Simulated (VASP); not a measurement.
Write the native input for VASP 6.6.1 that does the following.

```yaml
Task: single point
Functional: r2SCAN
Potentials_or_basis: VASP PAW PBE potentials, release 64 (Pb_d, F)
Cutoff: 520 eV
k_mesh: 8 × 8 × 8
Occupations: gaussian, width 0.01 eV
Spin: no spin polarisation
Dipole_correction: no
Further_INCAR_settings: ALGO = Normal; EDIFF = 1e-07; NBANDS = 21
```

The system is PbF2.

```
CELL_PARAMETERS angstrom
2.93642 2.93642 0.00000
-2.93642 2.93642 0.00000
0.00000 2.93642 2.93642
ATOMIC_POSITIONS crystal
Pb 0.00000 0.00000 0.00000
F 0.25000 0.75000 0.50000
F 0.75000 0.25000 0.50000
```

The input as run:

POSCAR

```
PbF2
1.0
    2.9364165786      2.9364165786      0.0000000000
   -2.9364165786      2.9364165786      0.0000000000
    0.0000000000      2.9364165786      2.9364165786
Pb F
1 2
Direct
    0.0000000000      0.0000000000      0.0000000000
    0.2500000000      0.7500000000      0.5000000000
    0.7500000000      0.2500000000      0.5000000000
```

INCAR.step1

```
SYSTEM = PbF2
PREC = Accurate
ENCUT = 520
ISMEAR = 0
SIGMA = 0.01
LREAL = .FALSE.
LASPH = .TRUE.
NELM = 60
NBANDS = 21
GGA = PE
ALGO = Normal
EDIFF = 1E-4
LWAVE = .TRUE.
LCHARG = .FALSE.
```

INCAR.step2

```
SYSTEM = PbF2
PREC = Accurate
ENCUT = 520
EDIFF = 1E-7
ISMEAR = 0
SIGMA = 0.01
LREAL = .FALSE.
LASPH = .TRUE.
NELM = 60
ALGO = Normal
ISIF = 2
LWAVE = .FALSE.
LCHARG = .TRUE.
METAGGA = R2SCAN
LMIXTAU = .TRUE.
LELF = .TRUE.
LVHAR = .TRUE.
NBANDS = 21
ISTART = 1
```

KPOINTS

```
Automatic mesh
0
G
  8 8 8
  0 0 0
```

Potentials or basis: VASP PAW PBE potentials, release 64 (Pb_d, F).

Launch:

```sh
$ cat potpaw_PBE.64/Pb_d/POTCAR potpaw_PBE.64/F/POTCAR > POTCAR
$ cp INCAR.step1 INCAR
$ mpirun -np 1 vasp_std > vasp.out
$ cp INCAR.step2 INCAR
$ mpirun -np 1 vasp_std > vasp.out
```

It gave:

```json
{"Pressure": "1.9 GPa", "Band gap on the k mesh": "4.92 eV (least direct gap 5.07 eV)"}
```

Caveat: the PAW data sets were made with another functional, which shifts forces and pressure a little; spin-orbit coupling is left out, which moves the levels of the heavy elements.

Wall time 54 s on 1 thread of Intel(R) Xeon(R) 6975P-C (Granite Rapids), on a shared host, peak memory 0.19 GiB.
